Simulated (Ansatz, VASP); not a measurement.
## C: VASP beside Ansatz

Contents of INCAR:

```
SYSTEM = C
  ALGO = Normal
  EDIFF = 1E-6
  ENCUT = 600
  GGA = PE
  GGA_COMPAT = .False.
  ISIF = 2
  ISMEAR = 0
  LASPH = .True.
  LCHARG = .False.
  LREAL = .False.
  LWAVE = .False.
  NBANDS = 16
  NELM = 120
  PREC = Accurate
  SIGMA = 0.05
```

File KPOINTS:

```
k-points
0
Gamma
  12 12 10
  0 0 0
```

File POSCAR:

```
C
1.0
    0.0000000000     -1.7857375320     -1.7857375320
   -1.7857375320      0.0000000000     -1.7857375320
    1.7857375320      1.7857375320     -3.5714750640
C
4
Direct
    0.7733163410      0.7175627572      0.7370956223
    0.2266836590      0.2824372428      0.2629043777
    0.4196269341      0.4267643347      0.8374196895
    0.8303730659      0.8232356653      0.4125803105
```

Input for Ansatz:

```yaml
crystal:
  lattice:
    - [0.0, -1.785737532, -1.785737532]
    - [-1.785737532, 0.0, -1.785737532]
    - [1.785737532, 1.785737532, -3.571475064]
  atoms:
    - { symbol: C, position: [0.773316341, 0.7175627572, 0.7370956223] }
    - { symbol: C, position: [0.226683659, 0.2824372428, 0.2629043777] }
    - { symbol: C, position: [0.4196269341, 0.4267643347, 0.8374196895] }
    - { symbol: C, position: [0.8303730659, 0.8232356653, 0.4125803105] }
basis:
  ecutwfc: 420
kpoints:
  mp_grid: { grid: [12, 12, 10] }
hamiltonian:
  xc: pbe
scf:
  occupations: { method: gaussian, width: 0.05 }
  eigensolver: { kind: davidson }
output:
  forces: true
  eigenvalues: true
  stress: true
```

Alike in both runs: task single point; functional PBE; k mesh 12 × 12 × 10; occupations gaussian, width 0.05 eV; no spin polarisation.

```csv
,VASP,Ansatz
version,VASP 6.6.1,Ansatz 0.2.0
potentials or method,"VASP PAW PBE potentials, release 64 (C), cutoff 600 eV","scalar-relativistic, plane waves, PAW"
valence electrons in the cell,16,16
```

|  | VASP | Ansatz | Ansatz less VASP |
| --- | --- | --- | --- |
| gap on the k mesh at the Fermi level (eV) | 0.31 | 0.31 | +0.006 |
| rms of the force components (eV/Å) | 5.760 | 5.731 | -0.0288 |

Atom by atom the forces differ by 0.033 eV/Å (rms over components). The functional is the same, so the differences come from potentials, cutoffs and numerics.
